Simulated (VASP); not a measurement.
# Na8H7 (a cell with a defect) in VASP: a series of runs

The runs below take Na8H7 (a cell with a defect) through single point, with PBE.

Everything below comes from runs of VASP 6.6.1. Logs are shortened: lines on timing, memory, paths and dates and some standing lists are left out, and cuts for length are marked.

## Step 1: The cell of the first run

The cell holds a defect, 15 atoms: a = 6.834 Å, b = 6.834 Å, c = 6.834 Å, α = 60.00°, β = 60.00°, γ = 60.00°.

## Step 2: Single point, PBE

The input, INCAR:

```
SYSTEM = Na8H7
  ALGO = Normal
  EDIFF = 1E-6
  ENCUT = 520
  GGA = PE
  ISIF = 2
  ISMEAR = 0
  LASPH = .True.
  LCHARG = .False.
  LREAL = Auto
  LWAVE = .False.
  NBANDS = 44
  NELECT = 62.0
  NELM = 80
  PREC = Accurate
  SIGMA = 0.05
```

The input, KPOINTS:

```
k-points
0
Gamma
  4 4 4
  0 0 0
```

The input, POSCAR:

```
Na8H7
1.0
   -4.8320806350     -4.8320806350      0.0000000000
    0.0000000000     -4.8320806350      4.8320806350
   -4.8320806350      0.0000000000      4.8320806350
Na H
8 7
Direct
    0.5101720535      0.5226236255     -0.0226236912
   -0.0024052786      0.5311677710     -0.0311678367
    0.4990519990     -0.0086818708     -0.0086818708
   -0.0013126850      0.0097074125      0.0097074125
    0.5181022812      0.4902925218      0.4902925218
   -0.0183116770      0.5086818051      0.5086818051
    0.5101720535     -0.0226236912      0.5226236255
   -0.0024052786     -0.0311678367      0.5311677710
   -0.1313701173      0.2499999671      0.2499999671
    0.7310926218      0.7802902693      0.2542173016
    0.2656002863      0.7197096370      0.2457827362
    0.7310926218      0.2542173016      0.7802902693
    0.2656002863      0.2457827362      0.7197096370
    0.7505043425      0.7500000049      0.7500000049
    0.2494168850      0.7500000049      0.7500000049
```

Potentials or basis: VASP PAW PBE potentials, release 64 (Na_pv, H).

Command:

```sh
$ cat potpaw_PBE.64/Na_pv/POTCAR potpaw_PBE.64/H/POTCAR > POTCAR
$ mpirun -np 1 vasp_std > vasp.out
```

OUTCAR:

```text
SYSTEM = Na8H7
   EDIFF = 1E-6
   ENCUT = 520
   GGA = PE
   ISIF = 2
   ISMEAR = 0
   LASPH = .True.
   LREAL = Auto
   NELECT = 62.0
   NELM = 80
   PREC = Accurate

 ion  position               nearest neighbor table
   1  0.510  0.523  0.977-
   2  0.998  0.531  0.969-
   3  0.499  0.991  0.991-
   4  0.999  0.010  0.010-
   5  0.518  0.490  0.490-
   6  0.982  0.509  0.509-
   7  0.510  0.977  0.523-
   8  0.998  0.969  0.531-
   9  0.869  0.250  0.250-
  10  0.731  0.780  0.254-
  11  0.266  0.720  0.246-
  12  0.731  0.254  0.780-
  13  0.266  0.246  0.720-
  14  0.751  0.750  0.750-
  15  0.249  0.750  0.750-

  LATTYP: Found a face centered cubic cell.
 ALAT       =     9.6641612700

  Lattice vectors:

 A1 = (  -4.8320806350,  -4.8320806350,   0.0000000000)
 A2 = (   0.0000000000,  -4.8320806350,   4.8320806350)
 A3 = (  -4.8320806350,   0.0000000000,   4.8320806350)

Analysis of symmetry for initial positions (statically):
=====================================================================
 Subroutine PRICEL returns:
 Original cell was already a primitive cell.

 Routine SETGRP: Setting up the symmetry group for a
 face centered cubic supercell.

 Subroutine GETGRP returns: Found  4 space group operations
 (whereof  2 operations were pure point group operations)
 out of a pool of 48 trial point group operations.

The static configuration has the point symmetry C_1h.
 The point group associated with its full space group is C_2v.

Analysis of symmetry for dynamics (positions and initial velocities):
=====================================================================
 Subroutine PRICEL returns:
 Original cell was already a primitive cell.

 Routine SETGRP: Setting up the symmetry group for a
 face centered cubic supercell.

 Subroutine GETGRP returns: Found  4 space group operations
 (whereof  2 operations were pure point group operations)
 out of a pool of 48 trial point group operations.

The dynamic configuration has the point symmetry C_1h.
 The point group associated with its full space group is C_2v.

 Subroutine INISYM returns: Found  4 space group operations
 (whereof  2 operations are pure point group operations),
 and found     1 'primitive' translations

----------------------------------------------------------------------------------------

                                     Primitive cell

  volume of cell :     225.6485

  direct lattice vectors                    reciprocal lattice vectors
    -4.832080635 -4.832080635  0.000000000    -0.103475094 -0.103475094 -0.103475094
     0.000000000 -4.832080635  4.832080635     0.103475094 -0.103475094  0.103475094
    -4.832080635  0.000000000  4.832080635    -0.103475094  0.103475094  0.103475094

  length of vectors
     6.833593968  6.833593968  6.833593968     0.179224121  0.179224121  0.179224121

  position of ions in fractional coordinates (direct lattice)
     0.510172053  0.522623626  0.977376309
     0.997594721  0.531167771  0.968832163
     0.499051999  0.991318129  0.991318129
     0.998687315  0.009707412  0.009707412
     0.518102281  0.490292522  0.490292522
     0.981688323  0.508681805  0.508681805
     0.510172053  0.977376309  0.522623626
     0.997594721  0.968832163  0.531167771
     0.868629883  0.249999967  0.249999967
     0.731092622  0.780290269  0.254217302
     0.265600286  0.719709637  0.245782736
     0.731092622  0.254217302  0.780290269
     0.265600286  0.245782736  0.719709637
     0.750504343  0.750000005  0.750000005
     0.249416885  0.750000005  0.750000005

  ion indices of the primitive-cell ions
   primitive index   ion index
                 1           1
                 2           2
                 3           3
                 4           4
                 5           5
                 6           6
                 7           7
                 8           8
                 9           9
                10          10
                11          11
                12          12
                13          13
                14          14
                15          15

----------------------------------------------------------------------------------------

 KPOINTS: k-points

Automatic generation of k-mesh.
 Grid dimensions read from file:
 generate k-points for:    4    4    4

 Generating k-lattice:

  Cartesian coordinates                     Fractional coordinates (reciprocal lattice)
    -0.025868774 -0.025868774 -0.025868774     0.250000000  0.000000000  0.000000000
     0.025868774 -0.025868774  0.025868774     0.000000000  0.250000000  0.000000000
    -0.025868774  0.025868774  0.025868774     0.000000000  0.000000000  0.250000000

  Length of vectors
     0.044806030  0.044806030  0.044806030

  Shift w.r.t. Gamma in fractional coordinates (k-lattice)
     0.000000000  0.000000000  0.000000000

 Subroutine IBZKPT returns following result:
 ===========================================

 Found     18 irreducible k-points:

 Following reciprocal coordinates:
            Coordinates               Weight
  0.000000  0.000000  0.000000      1.000000
  0.250000  0.000000  0.000000      4.000000
  0.000000  0.250000  0.000000      4.000000
  0.500000  0.000000  0.000000      2.000000
  0.000000  0.500000  0.000000      2.000000
  0.250000  0.250000  0.000000      4.000000
[... 10 lines left out ...]
 -0.250000  0.500000  0.250000      4.000000
  0.500000  0.250000 -0.250000      2.000000
   k-points           NKPTS =     18   k-points in BZ     NKDIM =     18   number of bands    NBANDS=     44
   number of dos      NEDOS =    301   number of ions     NIONS =     15
   total plane-waves  NPLWV = 157464
   dimension x,y,z NGX =    54 NGY =   54 NGZ =   54
   dimension x,y,z NGXF=   108 NGYF=  108 NGZF=  108
   ions per type =               8   7
   NGX,Y,Z   is equivalent  to a cutoff of  13.14, 13.14, 13.14 a.u.
   NGXF,Y,Z  is equivalent  to a cutoff of  26.27, 26.27, 26.27 a.u.
 SYSTEM =  Na8H7
   PREC   = accura    normal or accurate (medium, high low for compatibility)
   ISTART =      0    job   : 0-new  1-cont  2-samecut
   ICHARG =      2    charge: 1-file 2-atom 10-const
   ISPIN  =      1    spin polarized calculation?
   LNONCOLLINEAR =      F non collinear calculations
   LSORBIT =      F    spin-orbit coupling
   LASPH  =      T    aspherical Exc in radial PAW
   ENCUT  =  520.0 eV  38.22 Ry    6.18 a.u.  12.71 12.71 12.71*2*pi/ulx,y,z
   NELM   =     80;   NELMIN=  2; NELMDL= -5     # of ELM steps
   EDIFF  = 0.1E-05   stopping-criterion for ELM
   LREAL  =      T    real-space projection
   EDIFFG = 0.1E-04   stopping-criterion for IOM
   NSW    =      0    number of steps for IOM
   IBRION =     -1    ionic relax: 0-MD 1-quasi-New 2-CG
   NFREE  =      0    steps in history (QN), initial steepest desc. (CG)
   ISIF   =      2    stress and relaxation
   ISYM   =      2    0-nonsym 1-usesym 2-fastsym
   POTIM  = 0.5000    time-step for ionic-motion
   TEBEG  =    0.0;   TEEND  =   0.0 temperature during run
   PSTRESS=    0.0 pullay stress
   NELECT =      62.0000    total number of electrons
   NUPDOWN=      -1.0000    fix difference up-down
   EMIN   =  10.00;   EMAX   =-10.00  energy-range for DOS
   EFERMI =   0.00;   METHOD = LEGACY
   ISMEAR =     0;   SIGMA  =   0.05  broadening in eV -4-tet -1-fermi 0-gaus
   EFERMI_NEDOS =   21; number of points for ismear=-14 and -15
   IALGO  =     38    algorithm
   IMIX   =      4    mixing-type and parameters
     AMIX     =   0.40;   BMIX     =  1.00
     AMIX_MAG =   1.60;   BMIX_MAG =  1.00
  volume/ion in A,a.u.               =      15.04       101.52
  Fermi-wavevector in a.u.,A,eV,Ry     =   1.064293  2.011222 15.411587  1.132720
  Thomas-Fermi vector in A             =   2.199807
   LORBIT       =      0    0 simple, 1 ext, 2 COOP (PROOUT), +10 PAW based schemes
   GGA     = PE    functional components
   LHFCALC =     F    Hartree Fock is set to
   AEXX    =    0.0000 exact exchange contribution
   IVDW    =     0    specifies the selected vdW correction
   LEPSILON=     F    determine dielectric tensor
   LRPA    =     F    only Hartree local field effects (RPA)
 non-spin polarized calculation
 Gauss-broadening in eV      SIGMA  =   0.05
  energy-cutoff  :      520.00
  volume of cell :      225.65
 maximum number of plane-waves:      6116
 NGX is ok and might be reduce to    54
   NGX = 25   NGY = 25   NGZ = 25

 number of electron      61.9999986 magnetization

 Free energy of the ion-electron system (eV)
  ---------------------------------------------------
  ext. energy  EPLUGINS =         0.00000000
  ---------------------------------------------------
  free energy    TOTEN  =       -37.34044179 eV

  energy without entropy =      -37.34044179  energy(sigma->0) =      -37.34044179

 E-fermi :  -0.6286     XC(G=0):  -7.4452

 val. band max:       -0.8573666492   @ k =   0.5000   0.5000   0.0000
 cond. band min:       1.9817713091   @ k =   0.5000   0.5000   0.0000
 fundamental gap:      2.8391379584
 Fermi energy:        -0.6286091447

 k-point     1 :       0.0000    0.0000    0.0000
  band No.  band energies     occupation
      1     -23.4038      2.00000
      2     -23.3542      2.00000
      3     -23.3503      2.00000
      4     -23.3394      2.00000
      5     -23.3181      2.00000
      6     -23.3065      2.00000
[... 35 lines left out ...]
     42       9.0515      0.00000
     43       9.1686      0.00000
[... 740 lines left out ...]
      2     -23.3540      2.00000
      3     -23.3448      2.00000
      4     -23.3378      2.00000
      5     -23.3193      2.00000
      6     -23.3109      2.00000
[... 35 lines left out ...]
     42       6.1871      0.00000
     43       6.6869      0.00000
 [bands above 43 left out]

------------------------ aborting loop because EDIFF is reached ----------------------------------------

  FORCE on cell =-STRESS in cart. coord.  units (eV):
  Direction    XX          YY          ZZ          XY          YZ          ZX
  --------------------------------------------------------------------------------------
  -------------------------------------------------------------------------------------
  Total       -1.8102809     -1.8102809     -2.4996020     -0.9719205      0.0000000      0.0000000
  in kB      -12.8535783    -12.8535783    -17.7479797     -6.9009492      0.0000000      0.0000000
  external PRESSURE =     -14.4850454 kB  Pullay stress =       0.0000000 kB

 VOLUME and BASIS-vectors are now :
 -----------------------------------------------------------------------------
  energy-cutoff  :      520.00
  volume of cell :      225.65
      direct lattice vectors                 reciprocal lattice vectors
    -4.832080635 -4.832080635  0.000000000    -0.103475094 -0.103475094 -0.103475094
     0.000000000 -4.832080635  4.832080635     0.103475094 -0.103475094  0.103475094
    -4.832080635  0.000000000  4.832080635    -0.103475094  0.103475094  0.103475094

 POSITION                                       TOTAL-FORCE (eV/Angst)
 -----------------------------------------------------------------------------------
     -7.18795     -4.99055      7.24812        -0.009110     -0.023037      0.000000
     -9.50193     -7.38710      7.24812        -0.042064     -0.009489      0.000000
     -7.20159     -7.20159      9.58026        -0.040469     -0.040469     -0.034311
     -4.87264     -4.87264      0.09381        -0.008704     -0.008704     -0.020302
     -4.87265     -4.87265      4.73827        -0.008704     -0.008704      0.020302
     -7.20159     -7.20159      4.91598        -0.040469     -0.040469      0.034311
     -4.99055     -7.18795      7.24812        -0.023037     -0.009110      0.000000
     -7.38710     -9.50193      7.24812        -0.009489     -0.042064      0.000000
     -5.40531     -5.40531      2.41604         0.221183      0.221183      0.000000
     -4.76110     -7.30312      4.99882        -0.005884     -0.004231     -0.016187
     -2.47104     -4.76110      4.66534        -0.004231     -0.005884      0.016187
     -7.30312     -4.76110      4.99882        -0.004231     -0.005884     -0.016187
     -4.76110     -2.47104      4.66534        -0.005884     -0.004231      0.016187
     -7.25056     -7.25056      7.24812        -0.013632     -0.013632     -0.000000
     -4.82926     -4.82926      7.24812        -0.005274     -0.005274      0.000000
 -----------------------------------------------------------------------------------
    total drift:                                0.000564     -0.000033      0.000196

  FREE ENERGIE OF THE ION-ELECTRON SYSTEM (eV)
  ---------------------------------------------------
  free  energy   TOTEN  =       -37.3404417906 eV

  energy  without entropy=      -37.3404417906  energy(sigma->0) =      -37.34044179
```

Wall time 6 min (1 thread of AMD EPYC 7R43 (Zen 3), shared host); peak memory 0.37 GiB.

Results:

| Quantity | Value |
| --- | --- |
| Free energy | -37.3404 eV |
| Largest force | 0.313 eV/Å |

Forces on the atoms (eV/Å):
```
Na  -0.009 -0.023  0.000
Na  -0.042 -0.009  0.000
Na  -0.040 -0.040 -0.034
Na  -0.009 -0.009 -0.020
Na  -0.009 -0.009  0.020
Na  -0.040 -0.040  0.034
Na  -0.023 -0.009  0.000
Na  -0.009 -0.042  0.000
H    0.221  0.221  0.000
H   -0.006 -0.004 -0.016
H   -0.004 -0.006  0.016
H   -0.004 -0.006 -0.016
H   -0.006 -0.004  0.016
H   -0.014 -0.014  0.000
H   -0.005 -0.005  0.000
```

Caveat: the cell carries a net charge on a neutralising background, which shifts energy and pressure; the cell is charged against a uniform background, so pressure and absolute levels hang on convention.

(Continued in part 2 of 2.)
